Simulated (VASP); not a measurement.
# H12C3N4 in VASP: notebook

Runs on H12C3N4. Level: PBE. Tasks: single point.

All numbers are computed with VASP 6.6.1; they aren't measurements. Logs are shortened: lines on timing, memory, paths and dates and some standing lists are left out, and cuts for length are marked.

## 1. The cell of the first run

The cell holds an amorphous packing of atoms, 38 atoms: a = 8.400 Å, b = 8.400 Å, c = 8.400 Å, α = 90.00°, β = 90.00°, γ = 90.00°.

## 2. Single point, PBE

Input file INCAR:

```
SYSTEM = H12C3N4
ALGO     = Normal         ! electronic algorithm
EDIFF    = 1E-7           ! SCF threshold, eV
ENCUT    = 520            ! plane-wave cutoff, eV
GGA      = PE             ! functional
ISIF     = 2              ! what is computed and relaxed
ISMEAR   = -1             ! smearing method
LASPH    = .TRUE.         ! aspherical terms in the spheres
LCHARG   = .TRUE.         ! write CHGCAR
LELF     = .TRUE.         ! ELF
LREAL    = Auto         
LVHAR    = .TRUE.       
LWAVE    = .FALSE.        ! write WAVECAR
NBANDS   = 69             ! bands
NELM     = 80             ! most SCF steps
PREC     = Accurate       ! precision mode
SIGMA    = 0.02           ! smearing width, eV
```

Input file KPOINTS:

```
k-points
0
G
  1 1 1
  0 0 0
```

Input file POSCAR:

```
H12C3N4
1.0
    8.4004530000      0.0000000000      0.0000000000
    0.0000000000      8.4004530000      0.0000000000
    0.0000000000      0.0000000000      8.4004530000
C N H
6 8 24
Direct
    0.8310266125      0.3320416173     -0.0534256903
    0.7597209341      0.3363271005      0.1006850464
    0.3482907410      0.7110330836      0.2923413773
    0.2572480317      0.6092052417      0.1935728942
    0.9786496038      0.8060636730      0.5475657087
    1.1183682594      0.7325081159      0.6120146140
    0.6972719209      0.3172686044      0.2242260031
    0.1965608283      0.5230075092      0.1049586254
    1.2074944054      0.6618571641      0.6828084152
    0.5668860953      1.0612761002      0.8822857529
    0.2867345368      0.1243861492      0.1468968400
    0.0254391043      0.8869759762     -0.0979947153
    0.5979439442      0.5111152934      0.7077237382
    0.0550327464      0.1906444807      0.5280072396
    0.9607577115      0.3611352864     -0.0455213546
    0.8144322693      0.2083935235     -0.0842216485
    0.8027305194      0.4273102891     -0.1395758062
    0.4570943972      0.7551140397      0.2277020061
    0.2813895870      0.8048732610      0.3416363379
    0.3749440655      0.6428700928      0.4094183968
    0.9461989728      0.7455193190      0.4289768659
    0.8890949095      0.8171345045      0.6422867910
    1.0227900805      0.9266405038      0.5177101759
    0.5038061638      1.0011364863      0.7897431246
    0.5109367316      1.0200402288      0.9805542630
    0.6721304196      0.9956843994      0.8866664691
    0.4009664717      0.1118749191      0.1879779579
    0.2502126969      0.2231427281      0.0969828651
    0.2253330862      0.1011850194      0.2482723253
    0.0967090703      0.9286046836     -0.0049997304
   -0.0616871495      0.8306099683     -0.0286651208
    0.0726508439      0.7727202331     -0.1235171484
    0.6547861169      0.4446903042      0.6203594020
    0.4893545622      0.4677485845      0.7409719452
    0.5621363515      0.6109432432      0.6416439685
   -0.0270342564      0.2453915283      0.4509399672
   -0.0132254772      0.1709193540      0.6371680194
    0.1405519440      0.2753661023      0.5668146706
```

Potentials or basis: VASP PAW PBE potentials, release 64 (C, N, H).

Launch:

```
$ cat potpaw_PBE.64/C/POTCAR potpaw_PBE.64/N/POTCAR potpaw_PBE.64/H/POTCAR > POTCAR
$ mpirun -np 1 vasp_gam > vasp.out
```

OUTCAR:

```text
SYSTEM = H12C3N4
   EDIFF = 1E-7
   ENCUT = 520
   GGA = PE
   ISIF = 2
   ISMEAR = -1
   LASPH = .TRUE.
   LREAL = Auto
   NELM = 80
   PREC = Accurate

 ion  position               nearest neighbor table
   1  0.831  0.332  0.947-  16 1.08  17 1.10  15 1.12   2 1.43
   2  0.760  0.336  0.101-   7 1.17   1 1.43
   3  0.348  0.711  0.292-  19 1.05  18 1.13  20 1.16   4 1.42
   4  0.257  0.609  0.194-   8 1.16   3 1.42
   5  0.979  0.806  0.548-  22 1.10  23 1.11  21 1.15   6 1.43
   6  0.118  0.733  0.612-   9 1.13   5 1.43
   7  0.697  0.317  0.224-   2 1.17
   8  0.197  0.523  0.105-   4 1.16
   9  0.207  0.662  0.683-   6 1.13
  10  0.567  0.061  0.882-  25 1.01  26 1.04  24 1.07
  11  0.287  0.124  0.147-  28 0.98  29 1.01  27 1.03
  12  0.025  0.887  0.902-  30 1.04  31 1.05  32 1.06
  13  0.598  0.511  0.708-  34 1.02  33 1.04  35 1.05
  14  0.055  0.191  0.528-  36 1.05  38 1.06  37 1.09
  15  0.961  0.361  0.954-   1 1.12
  16  0.814  0.208  0.916-   1 1.08
  17  0.803  0.427  0.860-   1 1.10
  18  0.457  0.755  0.228-   3 1.13
  19  0.281  0.805  0.342-   3 1.05
  20  0.375  0.643  0.409-   3 1.16
[... 16 lines left out ...]
  37  0.987  0.171  0.637-  14 1.09
  38  0.141  0.275  0.567-  14 1.06

  LATTYP: Found a simple cubic cell.
 ALAT       =     8.4004530000

  Lattice vectors:

 A1 = (   8.4004530000,   0.0000000000,   0.0000000000)
 A2 = (   0.0000000000,   8.4004530000,   0.0000000000)
 A3 = (   0.0000000000,   0.0000000000,   8.4004530000)

Analysis of symmetry for initial positions (statically):
=====================================================================
 Subroutine PRICEL returns:
 Original cell was already a primitive cell.

 Routine SETGRP: Setting up the symmetry group for a
 simple cubic supercell.

 Subroutine GETGRP returns: Found  1 space group operations
 (whereof  1 operations were pure point group operations)
 out of a pool of 48 trial point group operations.

The static configuration has the point symmetry C_1 .

Analysis of symmetry for dynamics (positions and initial velocities):
=====================================================================
 Subroutine PRICEL returns:
 Original cell was already a primitive cell.

 Routine SETGRP: Setting up the symmetry group for a
 simple cubic supercell.

 Subroutine GETGRP returns: Found  1 space group operations
 (whereof  1 operations were pure point group operations)
 out of a pool of 48 trial point group operations.

The dynamic configuration has the point symmetry C_1 .

 Subroutine INISYM returns: Found  1 space group operations
 (whereof  1 operations are pure point group operations),
 and found     1 'primitive' translations

----------------------------------------------------------------------------------------

                                     Primitive cell

  volume of cell :     592.7999

  direct lattice vectors                    reciprocal lattice vectors
     8.400453000  0.000000000  0.000000000     0.119041199  0.000000000  0.000000000
     0.000000000  8.400453000  0.000000000     0.000000000  0.119041199  0.000000000
     0.000000000  0.000000000  8.400453000     0.000000000  0.000000000  0.119041199

  length of vectors
     8.400453000  8.400453000  8.400453000     0.119041199  0.119041199  0.119041199

  position of ions in fractional coordinates (direct lattice)
     0.831026612  0.332041617  0.946574310
     0.759720934  0.336327101  0.100685046
     0.348290741  0.711033084  0.292341377
     0.257248032  0.609205242  0.193572894
     0.978649604  0.806063673  0.547565709
     0.118368259  0.732508116  0.612014614
[... 30 lines left out ...]
     0.986774523  0.170919354  0.637168019
     0.140551944  0.275366102  0.566814671

  ion indices of the primitive-cell ions
   primitive index   ion index
                 1           1
                 2           2
                 3           3
                 4           4
                 5           5
                 6           6
[... 30 lines left out ...]
                37          37
                38          38

----------------------------------------------------------------------------------------

 KPOINTS: k-points

Automatic generation of k-mesh.
 Grid dimensions read from file:
 generate k-points for:    1    1    1

 Generating k-lattice:

  Cartesian coordinates                     Fractional coordinates (reciprocal lattice)
     0.119041199  0.000000000  0.000000000     1.000000000  0.000000000  0.000000000
     0.000000000  0.119041199  0.000000000     0.000000000  1.000000000  0.000000000
     0.000000000  0.000000000  0.119041199     0.000000000  0.000000000  1.000000000

  Length of vectors
     0.119041199  0.119041199  0.119041199

  Shift w.r.t. Gamma in fractional coordinates (k-lattice)
     0.000000000  0.000000000  0.000000000

 Subroutine IBZKPT returns following result:
 ===========================================

 Found      1 irreducible k-points:

 Following reciprocal coordinates:
            Coordinates               Weight
  0.000000  0.000000  0.000000      1.000000
   k-points           NKPTS =      1   k-points in BZ     NKDIM =      1   number of bands    NBANDS=     69
   number of dos      NEDOS =    301   number of ions     NIONS =     38
   total plane-waves  NPLWV = 262144
   dimension x,y,z NGX =    64 NGY =   64 NGZ =   64
   dimension x,y,z NGXF=   128 NGYF=  128 NGZF=  128
   ions per type =               6   8  24
   NGX,Y,Z   is equivalent  to a cutoff of  12.67, 12.67, 12.67 a.u.
   NGXF,Y,Z  is equivalent  to a cutoff of  25.33, 25.33, 25.33 a.u.
 SYSTEM =  H12C3N4
   PREC   = accura    normal or accurate (medium, high low for compatibility)
   ISTART =      0    job   : 0-new  1-cont  2-samecut
   ICHARG =      2    charge: 1-file 2-atom 10-const
   ISPIN  =      1    spin polarized calculation?
   LNONCOLLINEAR =      F non collinear calculations
   LSORBIT =      F    spin-orbit coupling
   LASPH  =      T    aspherical Exc in radial PAW
   ENCUT  =  520.0 eV  38.22 Ry    6.18 a.u.  15.62 15.62 15.62*2*pi/ulx,y,z
   NELM   =     80;   NELMIN=  2; NELMDL= -5     # of ELM steps
   EDIFF  = 0.1E-06   stopping-criterion for ELM
   LREAL  =      T    real-space projection
   EDIFFG = 0.1E-05   stopping-criterion for IOM
   NSW    =      0    number of steps for IOM
   IBRION =     -1    ionic relax: 0-MD 1-quasi-New 2-CG
   NFREE  =      0    steps in history (QN), initial steepest desc. (CG)
   ISIF   =      2    stress and relaxation
   ISYM   =      2    0-nonsym 1-usesym 2-fastsym
   POTIM  = 0.5000    time-step for ionic-motion
   TEBEG  =    0.0;   TEEND  =   0.0 temperature during run
   PSTRESS=    0.0 pullay stress
   NELECT =      88.0000    total number of electrons
   NUPDOWN=      -1.0000    fix difference up-down
   EMIN   =  10.00;   EMAX   =-10.00  energy-range for DOS
   EFERMI =   0.00;   METHOD = LEGACY
   ISMEAR =    -1;   SIGMA  =   0.02  broadening in eV -4-tet -1-fermi 0-gaus
   EFERMI_NEDOS =   21; number of points for ismear=-14 and -15
   IALGO  =     38    algorithm
   IMIX   =      4    mixing-type and parameters
     AMIX     =   0.40;   BMIX     =  1.00
     AMIX_MAG =   1.60;   BMIX_MAG =  1.00
  volume/ion in A,a.u.               =      15.60       105.27
  Fermi-wavevector in a.u.,A,eV,Ry     =   0.866828  1.638068 10.223296  0.751391
  Thomas-Fermi vector in A             =   1.985274
   LORBIT       =      0    0 simple, 1 ext, 2 COOP (PROOUT), +10 PAW based schemes
   GGA     = PE    functional components
[... 5 lines left out ...]
 non-spin polarized calculation
  energy-cutoff  :      520.00
  volume of cell :      592.80
 maximum number of plane-waves:      7948
 NGX is ok and might be reduce to    64
   NGX = 31   NGY = 31   NGZ = 31

 number of electron      88.0000006 magnetization

 Free energy of the ion-electron system (eV)
  ---------------------------------------------------
  ext. energy  EPLUGINS =         0.00000000
  ---------------------------------------------------
  free energy    TOTEN  =      -207.22364981 eV

  energy without entropy =     -207.22364981  energy(sigma->0) =     -207.22364981

 E-fermi :  -3.0180     XC(G=0):  -5.4715

 val. band max:       -3.5367362608   @ k =   0.0000   0.0000   0.0000
 cond. band min:       0.3067222648   @ k =   0.0000   0.0000   0.0000
 fundamental gap:      3.8434585256
 Fermi energy:        -3.0180011791

 k-point     1 :       0.0000    0.0000    0.0000
  band No.  band energies     occupation
      1     -20.8917      2.00000
      2     -20.4846      2.00000
      3     -19.8799      2.00000
      4     -18.8303      2.00000
      5     -18.7446      2.00000
      6     -18.6323      2.00000
[... 48 lines left out ...]
     55       2.8781      0.00000
     56       3.0609      0.00000
 [bands above 56 left out]

------------------------ aborting loop because EDIFF is reached ----------------------------------------

  FORCE on cell =-STRESS in cart. coord.  units (eV):
  Direction    XX          YY          ZZ          XY          YZ          ZX
  --------------------------------------------------------------------------------------
  -------------------------------------------------------------------------------------
  Total        1.7929534      2.2860465     -2.4775997     -4.3943627      0.6465661      2.4831274
  in kB        4.8458667      6.1785637     -6.6962800    -11.8767704      1.7474929      6.7112199
  external PRESSURE =       1.4427168 kB  Pullay stress =       0.0000000 kB

 VOLUME and BASIS-vectors are now :
 -----------------------------------------------------------------------------
  energy-cutoff  :      520.00
  volume of cell :      592.80
      direct lattice vectors                 reciprocal lattice vectors
     8.400453000  0.000000000  0.000000000     0.119041199  0.000000000  0.000000000
     0.000000000  8.400453000  0.000000000     0.000000000  0.119041199  0.000000000
     0.000000000  0.000000000  8.400453000     0.000000000  0.000000000  0.119041199

 POSITION                                       TOTAL-FORCE (eV/Angst)
 -----------------------------------------------------------------------------------
      6.98100      2.78930      7.95165         2.015366      0.972102      0.067945
      6.38200      2.82530      0.84580        -0.789540      0.191870      1.105044
      2.92580      5.97300      2.45580         1.816112     -1.146654      1.528305
      2.16100      5.11760      1.62610         0.171843     -0.024904     -0.331538
      8.22110      6.77130      4.59980         0.600922      0.344835     -1.852143
      0.99435      6.15340      5.14120        -4.039703      1.566838     -2.038959
[... 30 lines left out ...]
      8.28935      1.43580      5.35250         1.141229      0.218692     -1.873608
      1.18070      2.31320      4.76150        -1.025349     -0.715780     -0.748449
 -----------------------------------------------------------------------------------
    total drift:                               -0.005885     -0.011435      0.009322

  FREE ENERGIE OF THE ION-ELECTRON SYSTEM (eV)
  ---------------------------------------------------
  free  energy   TOTEN  =      -207.2236498130 eV

  energy  without entropy=     -207.2236498130  energy(sigma->0) =     -207.22364981
```

It took 1.8 min on 1 thread of AMD EPYC 7R43 (Zen 3), shared host; peak memory 0.49 GiB.

Results:

- Free energy: -207.2236 eV
- Pressure: 0.1 GPa
- Largest force: 5.686 eV/Å
- Band gap on the k mesh: 3.84 eV

Forces on the atoms (eV/Å):
```
C    2.015  0.972  0.068
C   -0.790  0.192  1.105
C    1.816 -1.147  1.528
C    0.172 -0.025 -0.332
C    0.601  0.345 -1.852
C   -4.040  1.567 -2.039
N    0.389  0.295 -0.436
N   -0.717 -0.660 -0.525
N    4.293 -2.849  2.405
N    0.154 -1.503 -1.472
N    0.482 -3.064  1.338
N   -0.386 -2.082  1.552
N    0.066  1.525 -1.335
N   -0.941  0.714  1.923
H   -0.178 -0.594  0.523
H    0.002 -0.245 -1.086
H   -1.207 -0.554  0.142
H   -0.639 -0.329  0.628
H   -0.888  1.551  0.055
H    0.320  0.512 -1.485
H   -0.114  0.543  1.488
H   -0.137 -0.243 -0.409
H   -0.558  0.268 -0.122
H    0.629  0.823  0.963
H   -0.609  0.085  0.538
H   -0.257  0.385 -0.198
H   -0.044  1.051 -0.730
H    0.158  1.826 -0.471
H   -0.678  0.265  0.057
H    0.130  0.066 -0.677
H   -0.432  0.971 -0.157
H    0.564  1.376 -0.162
H   -0.729 -0.252  0.607
H    0.201 -0.667 -0.091
H    0.387 -0.459  0.641
H    0.847 -0.160  0.641
H    1.141  0.219 -1.874
H   -1.025 -0.716 -0.748
```

Levels at points of the mesh, in eV from the valence-band top:
```tsv
k point	band 41	band 42	band 43	band 44	band 45	band 46	band 47	band 48
(0.00, 0.00, 0.00)	-0.67	-0.63	-0.31	0.00	3.84	4.89	5.16	5.42
```

Caveat: the k points lie up to 0.75 Å⁻¹ apart.

[end of part 1 of 2]
